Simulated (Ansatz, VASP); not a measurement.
Two plane-wave programs on ScAl3As4

```
Sc Al As
1.0
     4.08426    0.00000    0.00000
    -2.04213    3.53708    0.00000
     0.00000    0.00000   13.61643
Sc Al As
1 3 4
Direct
  0.00000 0.00000 0.24777
  0.00000 0.00000 0.74829
  0.33333 0.66667 0.98943
  0.33333 0.66667 0.50676
  0.00000 0.00000 0.05032
  0.00000 0.00000 0.56554
  0.33333 0.66667 0.32588
  0.33333 0.66667 0.80679
```

Change from the starting cell: species swapped into the In3GaN4 type (P3m1, No. 156).

Alike in both runs: functional PBE; k mesh 5 × 5 × 2; occupations gaussian, width 0.2 eV; no spin polarisation.

Ansatz relaxed the structure, and its values are those at the end. VASP's run is a single point on that final structure, the one shown.

```csv
,VASP,Ansatz
version,VASP 6.6.1,Ansatz 0.2.0
potentials or method,"VASP PAW PBE potentials, release 64 (Sc_sv, Al, As), cutoff 520 eV","scalar-relativistic, plane waves, PAW"
valence electrons in the cell,40,80
```

|  | VASP | Ansatz | Ansatz less VASP |
| --- | --- | --- | --- |
| gap on the k mesh at the Fermi level (eV) | 1.32 | 1.33 | +0.009 |
| least direct gap on the mesh (eV) | 1.62 | 1.62 | +0.002 |
| pressure (GPa) | 0.7 | 0.5 | -0.18 |
| rms of the force components (eV/Å) | 0.018 | 0.016 | -0.0027 |

VASP's potentials hold 40 valence electrons a cell and Ansatz's 80, so a difference there can come from the potentials and not from the codes.
